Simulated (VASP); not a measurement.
Input of a VASP 6.6.1 run:

INCAR

```
PREC     = Accurate       # precision mode
ENCUT    = 520            # plane-wave cutoff, eV
EDIFF    = 1E-7           # SCF threshold, eV
ISMEAR   = -1             # smearing method
SIGMA    = 0.05           # smearing width, eV
LREAL    = False          # projectors in reciprocal space
LASPH    = True           # aspherical terms in the spheres
NELM     = 100            # most SCF steps
ALGO     = Normal         # electronic algorithm
ISIF     = 2              # what is computed and relaxed
LWAVE    = False          # write WAVECAR
LCHARG   = False          # write CHGCAR
NBANDS   = 48             # bands
```

KPOINTS

```
regular mesh
0
Gamma
  5 5 7
```

Contents of POSCAR:

```
YAlCu
1.0
    7.1423731573      0.0000000000      0.0000000000
   -3.5711870874      6.1854764899      0.0000000000
    0.0000000000      0.0000000000      4.0744423760
Y Al Cu
3 3 3
Direct
    0.0000000000      0.4141860000      0.5000000000
    0.5858140000      0.5858140000      0.5000000000
    0.4141860000      0.0000000000      0.5000000000
    0.0000000000      0.7673690000      0.0000000000
    0.2326310000      0.2326310000      0.0000000000
    0.7673690000      0.0000000000      0.0000000000
    0.3333333333      0.6666666667      0.0000000000
    0.6666666667      0.3333333333      0.0000000000
    0.0000000000      0.0000000000      0.5000000000
```

Potentials or basis: VASP PAW LDA potentials, release 64 (Y_sv, Al, Cu).

Command:

```sh
$ cat potpaw_LDA.64/Y_sv/POTCAR potpaw_LDA.64/Al/POTCAR potpaw_LDA.64/Cu/POTCAR > POTCAR
$ mpirun -np 1 vasp_std > vasp.out
```

Problem. What does it give for the pressure?

Solution. -8.3 GPa.

Problem. Predict the largest force.

Solution. 0.055 eV/Å.

Forces on the atoms (eV/Å):
```
Y    0.016 -0.028  0.000
Y    0.016  0.028  0.000
Y   -0.032  0.000  0.000
Al   0.027 -0.047  0.000
Al   0.027  0.047  0.000
Al  -0.055  0.000  0.000
Cu   0.000  0.000  0.000
Cu   0.000  0.000  0.000
Cu   0.000  0.000  0.000
```

Caveat: the cell stands under tension.
